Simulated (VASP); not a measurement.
# BP (a.bA) (F-43m) in VASP: single point with PBEsol

Aim: the single point of BP (a.bA) with PBEsol.

All numbers are computed with VASP 6.6.1; they aren't measurements. Logs are shortened: lines on timing, memory, paths and dates and some standing lists are left out, and cuts for length are marked.

### 1 The cell of the first run

It takes space group F-43m (No. 216, cubic). The conventional cell has a = 4.520 Å, b = 4.520 Å, c = 4.520 Å, α = 90.00°, β = 90.00°, γ = 90.00°. Within 2.6 Å of B (site symmetry -43m) lie 4 P at 1.96 Å. P (site symmetry -43m) has 4 B at 1.96 Å within 2.6 Å.

### 2 Single point, PBEsol

The input, INCAR:

```
SYSTEM = BP
ALGO = Normal ; EDIFF = 1E-6
ENCUT = 500 ; GGA = PS
GGA_COMPAT = .False. ; ISIF = 2
ISMEAR = 0 ; LASPH = .True.
LCHARG = .True. ; LELF = .True.
LREAL = .False. ; LVHAR = .True.
LWAVE = .False. ; NBANDS = 11
NELM = 120 ; PREC = Accurate
SIGMA = 0.1
```

The input, KPOINTS:

```
k-points
0
Gamma
  8 8 8
  0 0 0
```

The input, POSCAR:

```
BP
1.0
    0.0000000000      2.2600000000      2.2600000000
    2.2600000000      0.0000000000      2.2600000000
    2.2600000000      2.2600000000      0.0000000000
B P
1 1
Direct
    0.0000000000      0.0000000000      0.0000000000
    0.2500000000      0.2500000000      0.2500000000
```

Potentials or basis: VASP PAW PBE potentials, release 64 (B, P).

On the command line:

```
cat potpaw_PBE.64/B/POTCAR potpaw_PBE.64/P/POTCAR > POTCAR
mpirun -np 1 vasp_std > vasp.out
```

OUTCAR:

```text
SYSTEM = BP
   EDIFF = 1E-6
   ENCUT = 500
   GGA = PS
   ISIF = 2
   ISMEAR = 0
   LASPH = .True.
   LREAL = .False.
   NELM = 120
   PREC = Accurate

 ion  position               nearest neighbor table
   1  0.000  0.000  0.000-   2 1.96   2 1.96   2 1.96   2 1.96
   2  0.250  0.250  0.250-   1 1.96   1 1.96   1 1.96   1 1.96

  LATTYP: Found a face centered cubic cell.
 ALAT       =     4.5200000000

  Lattice vectors:

 A1 = (   0.0000000000,   2.2600000000,   2.2600000000)
 A2 = (   2.2600000000,   0.0000000000,   2.2600000000)
 A3 = (   2.2600000000,   2.2600000000,   0.0000000000)

Analysis of symmetry for initial positions (statically):
=====================================================================
 Subroutine PRICEL returns:
 Original cell was already a primitive cell.

 Routine SETGRP: Setting up the symmetry group for a
 face centered cubic supercell.

 Subroutine GETGRP returns: Found 24 space group operations
 (whereof 24 operations were pure point group operations)
 out of a pool of 48 trial point group operations.

The static configuration has the point symmetry T_d .

Analysis of symmetry for dynamics (positions and initial velocities):
=====================================================================
 Subroutine PRICEL returns:
 Original cell was already a primitive cell.

 Routine SETGRP: Setting up the symmetry group for a
 face centered cubic supercell.

 Subroutine GETGRP returns: Found 24 space group operations
 (whereof 24 operations were pure point group operations)
 out of a pool of 48 trial point group operations.

The dynamic configuration has the point symmetry T_d .

 Subroutine INISYM returns: Found 24 space group operations
 (whereof 24 operations are pure point group operations),
 and found     1 'primitive' translations

----------------------------------------------------------------------------------------

                                     Primitive cell

  volume of cell :      23.0864

  direct lattice vectors                    reciprocal lattice vectors
     0.000000000  2.260000000  2.260000000    -0.221238938  0.221238938  0.221238938
     2.260000000  0.000000000  2.260000000     0.221238938 -0.221238938  0.221238938
     2.260000000  2.260000000  0.000000000     0.221238938  0.221238938 -0.221238938

  length of vectors
     3.196122651  3.196122651  3.196122651     0.383197081  0.383197081  0.383197081

  position of ions in fractional coordinates (direct lattice)
     0.000000000  0.000000000  0.000000000
     0.250000000  0.250000000  0.250000000

  ion indices of the primitive-cell ions
   primitive index   ion index
                 1           1
                 2           2

----------------------------------------------------------------------------------------

 KPOINTS: k-points

Automatic generation of k-mesh.
 Grid dimensions read from file:
 generate k-points for:    8    8    8

 Generating k-lattice:

  Cartesian coordinates                     Fractional coordinates (reciprocal lattice)
    -0.027654867  0.027654867  0.027654867     0.125000000  0.000000000  0.000000000
     0.027654867 -0.027654867  0.027654867     0.000000000  0.125000000  0.000000000
     0.027654867  0.027654867 -0.027654867     0.000000000  0.000000000  0.125000000

  Length of vectors
     0.047899635  0.047899635  0.047899635

  Shift w.r.t. Gamma in fractional coordinates (k-lattice)
     0.000000000  0.000000000  0.000000000

 Subroutine IBZKPT returns following result:
 ===========================================

 Found     29 irreducible k-points:

 Following reciprocal coordinates:
            Coordinates               Weight
  0.000000  0.000000  0.000000      1.000000
  0.125000  0.000000  0.000000      8.000000
  0.250000  0.000000  0.000000      8.000000
  0.375000  0.000000  0.000000      8.000000
  0.500000  0.000000  0.000000      4.000000
  0.125000  0.125000  0.000000      6.000000
[... 16 lines left out ...]
  0.500000  0.250000  0.125000     48.000000
 -0.375000  0.250000  0.125000     24.000000
 [... further k-points ...]
   k-points           NKPTS =     29   k-points in BZ     NKDIM =     29   number of bands    NBANDS=     11
   number of dos      NEDOS =    301   number of ions     NIONS =      2
   total plane-waves  NPLWV =  13824
   dimension x,y,z NGX =    24 NGY =   24 NGZ =   24
   dimension x,y,z NGXF=    48 NGYF=   48 NGZF=   48
   ions per type =               1   1
   NGX,Y,Z   is equivalent  to a cutoff of  12.48, 12.48, 12.48 a.u.
   NGXF,Y,Z  is equivalent  to a cutoff of  24.97, 24.97, 24.97 a.u.
 SYSTEM =  BP
   PREC   = accura    normal or accurate (medium, high low for compatibility)
   ISTART =      0    job   : 0-new  1-cont  2-samecut
   ICHARG =      2    charge: 1-file 2-atom 10-const
   ISPIN  =      1    spin polarized calculation?
   LNONCOLLINEAR =      F non collinear calculations
   LSORBIT =      F    spin-orbit coupling
   LASPH  =      T    aspherical Exc in radial PAW
   ENCUT  =  500.0 eV  36.75 Ry    6.06 a.u.   5.83  5.83  5.83*2*pi/ulx,y,z
   NELM   =    120;   NELMIN=  2; NELMDL= -5     # of ELM steps
   EDIFF  = 0.1E-05   stopping-criterion for ELM
   LREAL  =      F    real-space projection
   EDIFFG = 0.1E-04   stopping-criterion for IOM
   NSW    =      0    number of steps for IOM
   IBRION =     -1    ionic relax: 0-MD 1-quasi-New 2-CG
   NFREE  =      0    steps in history (QN), initial steepest desc. (CG)
   ISIF   =      2    stress and relaxation
   ISYM   =      2    0-nonsym 1-usesym 2-fastsym
   POTIM  = 0.5000    time-step for ionic-motion
   TEBEG  =    0.0;   TEEND  =   0.0 temperature during run
   PSTRESS=    0.0 pullay stress
   NELECT =       8.0000    total number of electrons
   NUPDOWN=      -1.0000    fix difference up-down
   EMIN   =  10.00;   EMAX   =-10.00  energy-range for DOS
   EFERMI =   0.00;   METHOD = LEGACY
   ISMEAR =     0;   SIGMA  =   0.10  broadening in eV -4-tet -1-fermi 0-gaus
   EFERMI_NEDOS =   21; number of points for ismear=-14 and -15
   IALGO  =     38    algorithm
   IMIX   =      4    mixing-type and parameters
     AMIX     =   0.40;   BMIX     =  1.00
     AMIX_MAG =   1.60;   BMIX_MAG =  1.00
  volume/ion in A,a.u.               =      11.54        77.90
  Fermi-wavevector in a.u.,A,eV,Ry     =   1.149881  2.172961 17.989994  1.322227
  Thomas-Fermi vector in A             =   2.286549
   LORBIT       =      0    0 simple, 1 ext, 2 COOP (PROOUT), +10 PAW based schemes
   GGA     = PS    functional components
   LHFCALC =     F    Hartree Fock is set to
   AEXX    =    0.0000 exact exchange contribution
   IVDW    =     0    specifies the selected vdW correction
   LEPSILON=     F    determine dielectric tensor
   LRPA    =     F    only Hartree local field effects (RPA)
 non-spin polarized calculation
 Gauss-broadening in eV      SIGMA  =   0.10
  energy-cutoff  :      500.00
  volume of cell :       23.09
 maximum number of plane-waves:       604
   NGX = 11   NGY = 11   NGZ = 11

 number of electron       8.0000001 magnetization

 Free energy of the ion-electron system (eV)
  ---------------------------------------------------
  ext. energy  EPLUGINS =         0.00000000
  ---------------------------------------------------
  free energy    TOTEN  =       -13.67124570 eV

  energy without entropy =      -13.67124570  energy(sigma->0) =      -13.67124570

 E-fermi :   8.0032     XC(G=0): -11.0957

 val. band max:        7.5482609145   @ k =   0.0000   0.0000   0.0000
 cond. band min:       8.6969853702   @ k =   0.3750   0.3750   0.0000
 fundamental gap:      1.1487244556
 Fermi energy:         8.0032304670

 k-point     1 :       0.0000    0.0000    0.0000
  band No.  band energies     occupation
      1      -8.0573      2.00000
      2       7.5483      2.00000
      3       7.5483      2.00000
      4       7.5483      2.00000
      5      10.9222      0.00000
      6      10.9222      0.00000
      7      10.9222      0.00000
      8      15.0719      0.00000
      9      18.8722      0.00000
     10      19.7043      0.00000
     11      19.7043      0.00000

 k-point     2 :       0.1250    0.0000    0.0000
  band No.  band energies     occupation
      1      -7.7726      2.00000
      2       5.6647      2.00000
      3       7.1105      2.00000
      4       7.1105      2.00000
      5      11.4717      0.00000
      6      11.5253      0.00000
      7      11.5253      0.00000
      8      15.8328      0.00000
      9      18.7435      0.00000
     10      18.7435      0.00000
     11      19.7297      0.00000

 k-point     3 :       0.2500    0.0000    0.0000
  band No.  band energies     occupation
      1      -6.9362      2.00000
      2       2.6331      2.00000
      3       6.4119      2.00000
      4       6.4119      2.00000
      5      11.5570      0.00000
      6      12.2930      0.00000
      7      12.2930      0.00000
      8      17.1760      0.00000
      9      18.4744      0.00000
     10      18.4744      0.00000
     11      20.4658      0.00000

 k-point     4 :       0.3750    0.0000    0.0000
  band No.  band energies     occupation
      1      -5.6507      2.00000
      2      -0.1338      2.00000
      3       5.9308      2.00000
      4       5.9308      2.00000
      5      11.4166      0.00000
      6      12.3231      0.00000
      7      12.3231      0.00000
      8      17.5918      0.00000
      9      20.1735      0.00000
     10      20.1735      0.00000
     11      21.3158      0.00000
[... 239 lines left out ...]
 k-point    22 :       0.3750    0.2500    0.1250
  band No.  band energies     occupation
      1      -6.2025      2.00000
      2       2.5780      2.00000
      3       3.6689      2.00000
      4       5.5369      2.00000
      5      10.9501      0.00000
      6      13.4936      0.00000
      7      13.7389      0.00000
      8      15.0973      0.00000
      9      19.1689      0.00000
     10      21.4398      0.00000
     11      23.1766      0.00000

 k-point    23 :       0.5000    0.2500    0.1250
  band No.  band energies     occupation
      1      -4.9479      2.00000
      2       0.3641      2.00000
      3       3.0240      2.00000
      4       4.7439      2.00000
      5      11.5780      0.00000
      6      12.9871      0.00000
      7      14.8561      0.00000
      8      15.9051      0.00000
      9      19.9759      0.00000
     10      20.9607      0.00000
     11      24.5866      0.00000

 k-point    24 :      -0.3750    0.2500    0.1250
  band No.  band energies     occupation
      1      -3.9936      2.00000
      2      -1.0252      2.00000
      3       2.9517      2.00000
      4       4.3632      2.00000
      5      11.6475      0.00000
      6      12.7225      0.00000
      7      15.8991      0.00000
      8      17.3441      0.00000
      9      17.9601      0.00000
     10      22.0004      0.00000
     11      24.3074      0.00000

 [... further k-points ...]

------------------------ aborting loop because EDIFF is reached ----------------------------------------

  FORCE on cell =-STRESS in cart. coord.  units (eV):
  Direction    XX          YY          ZZ          XY          YZ          ZX
  --------------------------------------------------------------------------------------
  -------------------------------------------------------------------------------------
  Total        0.0208154      0.0208154      0.0208154      0.0000000      0.0000000      0.0000000
  in kB        1.4445713      1.4445713      1.4445713      0.0000000      0.0000000      0.0000000
  external PRESSURE =       1.4445713 kB  Pullay stress =       0.0000000 kB

 VOLUME and BASIS-vectors are now :
 -----------------------------------------------------------------------------
  energy-cutoff  :      500.00
  volume of cell :       23.09
      direct lattice vectors                 reciprocal lattice vectors
     0.000000000  2.260000000  2.260000000    -0.221238938  0.221238938  0.221238938
     2.260000000  0.000000000  2.260000000     0.221238938 -0.221238938  0.221238938
     2.260000000  2.260000000  0.000000000     0.221238938  0.221238938 -0.221238938

 POSITION                                       TOTAL-FORCE (eV/Angst)
 -----------------------------------------------------------------------------------
      0.00000      0.00000      0.00000        -0.000000     -0.000000     -0.000000
      1.13000      1.13000      1.13000         0.000000      0.000000      0.000000
 -----------------------------------------------------------------------------------
    total drift:                                0.000000      0.000000      0.000000

  FREE ENERGIE OF THE ION-ELECTRON SYSTEM (eV)
  ---------------------------------------------------
  free  energy   TOTEN  =       -13.6712457000 eV

  energy  without entropy=      -13.6712457000  energy(sigma->0) =      -13.67124570
```

Run time: 4.1 s. Hardware: 1 thread of AMD EPYC 9R45 (Zen 5), shared host; peak memory 0.1 GiB.

What came out:

```yaml
Free_energy: -13.6712 eV
Pressure: 0.1 GPa
Band_gap_on_the_k_mesh: 1.15 eV, indirect (least direct gap 3.37 eV)
```

Levels at points of the mesh, in eV from the valence-band top:
```
           k point  band 1  band 2  band 3  band 4  band 5  band 6  band 7  band 8  band 9
(0.00, 0.00, 0.00)  -15.61    0.00    0.00    0.00    3.37    3.37    3.37    7.52   11.32
(0.50, 0.00, 0.00)  -12.21   -9.18   -1.78   -1.78    3.80    4.66    4.66    9.97   14.67
(0.50, 0.50, 0.00)  -10.67   -8.66   -4.19   -4.19    1.20    1.50   12.21   12.21   15.27
```

Caveat: the PAW data sets were made with another functional, which shifts forces and pressure a little. A k mesh can miss the band edges.
